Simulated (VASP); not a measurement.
Write the native input for VASP 6.6.1 that does the following.

```yaml
Task: single point
Functional: PBE
Potentials_or_basis: VASP PAW PBE potentials, release 64 (Mg, Se, O)
Cutoff: 520 eV
k_mesh: 4 × 4 × 4
Occupations: gaussian, width 0.1 eV
Spin: no spin polarisation
Dipole_correction: no
Further_INCAR_settings: ALGO = Normal; EDIFF = 1e-06; NBANDS = 17
```

The structure of Mg3SeO lies in POSCAR:

```
Mg3SeO
1.0
    4.1146873608      0.0000000000      0.0000000000
    0.0000000000      4.1146873608      0.0000000000
    0.0000000000      0.0000000000      6.9046149478
Mg Se O
3 1 1
Direct
    0.5000000000      0.0000000000      0.3249701948
    0.5000000000      0.5000000000      0.9363982699
    0.0000000000      0.5000000000      0.3249701948
    0.5000000000      0.5000000000      0.5643832961
    0.0000000000      0.0000000000      1.2868779944
```

These files were run (other wordings do the same):

INCAR

```
SYSTEM = Mg3SeO
PREC = Accurate
ENCUT = 520
EDIFF = 1E-6
ISMEAR = 0
SIGMA = 0.1
LREAL = .FALSE.
LASPH = .TRUE.
NELM = 100
ALGO = Normal
ISIF = 2
LWAVE = .FALSE.
LCHARG = .FALSE.
GGA = PE
NBANDS = 17
```

KPOINTS

```
regular mesh
0
G
  4 4 4
  0 0 0
```

Potentials or basis: VASP PAW PBE potentials, release 64 (Mg, Se, O).

Run with:

```console
$ cat potpaw_PBE.64/Mg/POTCAR potpaw_PBE.64/Se/POTCAR potpaw_PBE.64/O/POTCAR > POTCAR
$ mpirun -np 1 vasp_std > vasp.out
```

It gave:

```
Pressure               : -0.1 GPa
Largest force          : 0.006 eV/Å
Band gap on the k mesh : zero (band 9 reaches 2.34 eV, above the bottom of band 10 at 1.89 eV)
```

Caveat: the k points lie up to 0.38 Å⁻¹ apart.

Wall time 18 s on 1 thread of Intel(R) Xeon(R) 6975P-C (Granite Rapids), with other jobs on the host, peak memory 0.23 GiB.
